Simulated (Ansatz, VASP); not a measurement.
CuI: VASP beside Ansatz

File INCAR:

```
SYSTEM = CuI
PREC = Accurate
ENCUT = 600
EDIFF = 1E-6
ISMEAR = 0
SIGMA = 0.02
LREAL = .False.
LASPH = .True.
NELM = 120
ALGO = Normal
ISIF = 2
LWAVE = .False.
LCHARG = .False.
GGA = PE
NBANDS = 16
GGA_COMPAT = .False.
```

File KPOINTS:

```
regular mesh
0
Gamma
  8 8 8
  0 0 0
```

POSCAR

```
CuI
1.0
    0.0000000000      3.0387598579      3.0387598579
    3.0387598579      0.0000000000      3.0387598579
    3.0387598579      3.0387598579      0.0000000000
Cu I
1 1
Direct
    0.0000000000      0.0000000000      0.0000000000
    0.2500000000      0.2500000000      0.2500000000
```

Input for Ansatz:

```yaml
crystal:
  lattice:
    - [0.0, 3.0387598579, 3.0387598579]
    - [3.0387598579, 0.0, 3.0387598579]
    - [3.0387598579, 3.0387598579, 0.0]
  atoms:
    - { symbol: Cu, position: [0.0, 0.0, 0.0] }
    - { symbol: I, position: [0.25, 0.25, 0.25] }
basis:
  ecutwfc: 420
kpoints:
  mp_grid: { grid: [8, 8, 8] }
  band_path:
    path:
      - [[0.0, 0.0, 0.0], [-0.5, -0.5, 0.0], [-0.375, -0.375, 0.25]]
      - [[-0.375, 0.0, 0.375], [0.0, 0.0, 0.0], [0.0, 0.0, 0.5], [-0.5, -0.25, 0.25], [-0.5, -0.5, 0.0]]
    npoints: 10
hamiltonian:
  xc: pbe
  pseudopotentials: { kind: paw, azcp: { folder: soft_1 } }
scf:
  occupations: { method: gaussian, width: 0.02 }
  n_extra_bands: 7
output:
  forces: true
  stress: true
  eigenvalues: true
```

Alike in both runs: task single point; functional PBE; k mesh 8 × 8 × 8; occupations gaussian, width 0.02 eV; no spin polarisation.

|  | VASP | Ansatz |
| --- | --- | --- |
| version | VASP 6.6.1 | Ansatz 0.2.0 |
| potentials or method | VASP PAW PBE potentials, release 64 (Cu, I), cutoff 600 eV | scalar-relativistic, plane waves, PAW |
| valence electrons in the cell | 18 | 36 |

```csv
,VASP,Ansatz,Ansatz less VASP
gap on the k mesh at the Fermi level (eV),1.12,1.10,-0.025
least direct gap on the mesh (eV),1.12,1.10,-0.025
pressure (GPa),0.0,0.0,-0.01
```

The functional is the same, so the differences come from potentials, cutoffs and numerics. VASP's potentials hold 18 valence electrons a cell and Ansatz's 36, so a difference there can come from the potentials and not from the codes.

Spin-orbit coupling is off throughout.
